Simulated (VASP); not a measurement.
Input of a VASP 6.6.1 run:

The input INCAR:

```
SYSTEM = PrScO
PREC = Accurate ; ENCUT = 600
EDIFF = 1E-7 ; ISMEAR = 0
SIGMA = 0.2 ; LREAL = .False.
LASPH = .True. ; NELM = 200
ALGO = Normal ; ISIF = 3
LWAVE = .False. ; LCHARG = .False.
GGA = PE ; IBRION = 2
NSW = 36 ; EDIFFG = -0.08
GGA_COMPAT = .False. ; NELMIN = 4
LMAXMIX = 6
```

File KPOINTS:

```
regular mesh
0
Gamma
  5 5 4
  0 0 0
```

The input POSCAR:

```
PrScO
1.0
    3.8768499300      0.0000000000      0.0000000000
    0.0000000000      3.8768499300      0.0000000000
    0.0000000000      0.0000000000      4.6952989900
Pr Sc O
1 1 1
Direct
    0.0000000000      0.0000000000      0.7951136100
    0.5000000000      0.5000000000      0.2730828800
    0.0000000000      0.0000000000      0.3697592500
```

Potentials or basis: VASP PAW PBE potentials, release 64 (Pr_3, Sc_sv, O), 4f in core.

Command:

```bash
$ cat potpaw_PBE.64/Pr_3/POTCAR potpaw_PBE.64/Sc_sv/POTCAR potpaw_PBE.64/O/POTCAR > POTCAR
$ mpirun -np 1 vasp_std > vasp.out
```

Question: What does it give for the relaxed cell?

Answer: a = 3.162 Å, b = 3.162 Å, c = 5.542 Å, α = 90.00°, β = 90.00°, γ = 90.00°.

Question: Predict the relaxed volume.

Answer: 18.47 Å³/atom.

Question: Predict the band gap on the k mesh.

Answer: Zero (bands 14 and 15 overlap by 1.49 eV).

Question: What does it give for the space group after relaxing (to 0.1 Å)?

Answer: P4/mmm (No. 123).

Step by step:
```tsv
step	energy change (eV)	largest force (eV/Å)	pressure (GPa)	volume (Å³)
1	0.0000	4.6127	0.90	70.57
2	-0.8454	0.7764	-11.47	71.18
3	-0.8541	0.8040	-11.51	71.17
4	-1.8007	2.1610	2.79	55.07
5	-1.8008	2.1386	2.45	55.26
6	-2.0261	0.7782	7.12	52.49
7	-2.0366	0.9461	5.94	52.94
8	-2.1320	0.3121	-2.60	57.70
9	-2.1369	0.4052	-1.19	56.77
10	-2.1541	0.2787	-0.65	56.23
11	-2.1646	0.1492	0.41	55.38
12	-2.1674	0.1178	-0.23	55.65
13	-2.1675	0.1202	-0.32	55.69
14	-2.1689	0.0640	0.08	55.40
```

Caveat: the volume moved by over 15 % at a fixed basis, so the end points are rough; spin-orbit coupling is left out, which moves the levels of the heavy elements; the 4f electrons are frozen in the core, so they carry no moment and show no levels; the run has no spin polarisation, though such a crystal can be magnetic; the relaxation stopped at a loose force limit of 0.08 eV/Å, so its end isn't a converged minimum. With open d or f shells a metallic result of PBE can be an artefact of self-interaction; +U or a hybrid may open a gap.
